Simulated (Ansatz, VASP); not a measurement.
**SiGe in VASP and in Ansatz**

The input POSCAR:

```
SiGe
1.0
    3.9044512986      0.0000000000      0.0000000000
   -1.9522256493      3.3813540124      0.0000000000
    0.0000000000      0.0000000000      6.4507830000
Si Ge
2 2
Direct
    0.6666666667      0.3333333333      0.7970970295
    0.3333333333      0.6666666667      0.2970970295
    0.6666666667      0.3333333333      0.5003920000
    0.3333333333      0.6666666667      0.0003920000
```

INCAR.step1

```
SYSTEM = SiGe
PREC = Accurate ; ENCUT = 520
ISMEAR = 0 ; SIGMA = 0.05
LREAL = .False. ; LASPH = .True.
NELM = 100 ; NBANDS = 26
GGA = PE ; ALGO = Normal
EDIFF = 1E-4 ; LWAVE = .True.
LCHARG = .False.
```

File INCAR.step2:

```
SYSTEM = SiGe
PREC = Accurate ; ENCUT = 520
EDIFF = 1E-6 ; ISMEAR = 0
SIGMA = 0.05 ; LREAL = .False.
LASPH = .True. ; NELM = 100
ALGO = Normal ; ISIF = 2
LWAVE = .False. ; LCHARG = .False.
METAGGA = R2SCAN ; LMIXTAU = .True.
NBANDS = 26 ; ISTART = 1
```

KPOINTS

```
regular mesh
0
Gamma
  12 12 4
  0 0 0
```

Input for Ansatz:

```yaml
crystal:
  lattice:
    - [3.9044512986, 0.0, 0.0]
    - [-1.9522256493, 3.3813540124, 0.0]
    - [0.0, 0.0, 6.450783]
  atoms:
    - { symbol: Si, position: [0.6666666667, 0.3333333333, 0.7970970295] }
    - { symbol: Si, position: [0.3333333333, 0.6666666667, 0.2970970295] }
    - { symbol: Ge, position: [0.6666666667, 0.3333333333, 0.500392] }
    - { symbol: Ge, position: [0.3333333333, 0.6666666667, 0.000392] }
basis:
  ecutwfc: 500
kpoints:
  mp_grid: { grid: [12, 12, 4] }
hamiltonian:
  xc: r2scan
scf:
  occupations: { method: gaussian, width: 0.05 }
output:
  forces: true
  stress: true
  eigenvalues: true
```

Change from the starting cell: all Si atoms moved -0.500 Å, as atom 1 along Cartesian [0 0 1].

Alike in both runs: task single point; functional r2SCAN; k mesh 12 × 12 × 4; occupations gaussian, width 0.05 eV; no spin polarisation.

|  | VASP | Ansatz |
| --- | --- | --- |
| version | VASP 6.6.1 | Ansatz 0.2.0 |
| potentials or method | VASP PAW PBE potentials, release 64 (Si, Ge_d), cutoff 520 eV | scalar-relativistic, plane waves, PAW |
| valence electrons in the cell | 36 | 36 |

```tsv
	VASP	Ansatz	Ansatz less VASP
gap on the k mesh at the Fermi level (eV)	none	none	-
pressure (GPa)	13.5	13.6	+0.10
traceless stress, the component that is largest in VASP (GPa)	41.03	41.04	+0.006
rms of the force components (eV/Å)	6.712	6.715	+0.0031
```

VASP's potentials were made for PBE, not for r2SCAN. Atom by atom the forces differ by 0.003 eV/Å (rms over components). A gap of «none» marks a metal or a gap that the smearing closes.
